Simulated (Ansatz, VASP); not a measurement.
# One calculation of Be, two programs

```xyz
8
Lattice="-3.7537 0.0000 2.2749 3.7537 0.0000 2.2749 0.0000 3.7537 -2.2749" Properties=species:S:1:pos:R:3 pbc="T T T"
Be    1.1192    1.1192    0.0000
Be    1.1192    1.1192    2.2749
Be   -1.1192    2.6345    0.0000
Be    2.6345    2.6345    0.0000
Be    0.7577    2.9960    1.1374
Be    0.7577    2.9960   -1.1374
Be   -0.7577    0.7577    3.4123
Be   -0.7577    0.7577    1.1374
```

Alike in both runs: functional PBE; k mesh 8 × 8 × 8; occupations gaussian, width 0.1 eV; no spin polarisation.

Ansatz relaxed the structure, and its values are those at the end. VASP's run is a single point on that final structure, the one shown.

|  | VASP | Ansatz |
| --- | --- | --- |
| version | VASP 6.6.1 | Ansatz 0.2.0 |
| potentials or method | VASP PAW PBE potentials, release 64 (Be), cutoff 520 eV | scalar-relativistic, plane waves, PAW |
| valence electrons in the cell | 16 | 16 |

|  | VASP | Ansatz | Ansatz less VASP |
| --- | --- | --- | --- |
| gap on the k mesh at the Fermi level (eV) | none | none | - |
| pressure (GPa) | 0.1 | 0.0 | -0.15 |
| rms of the force components (eV/Å) | 0.011 | 0.009 | -0.0014 |

A gap of «none» marks a metal or a gap that the smearing closes.
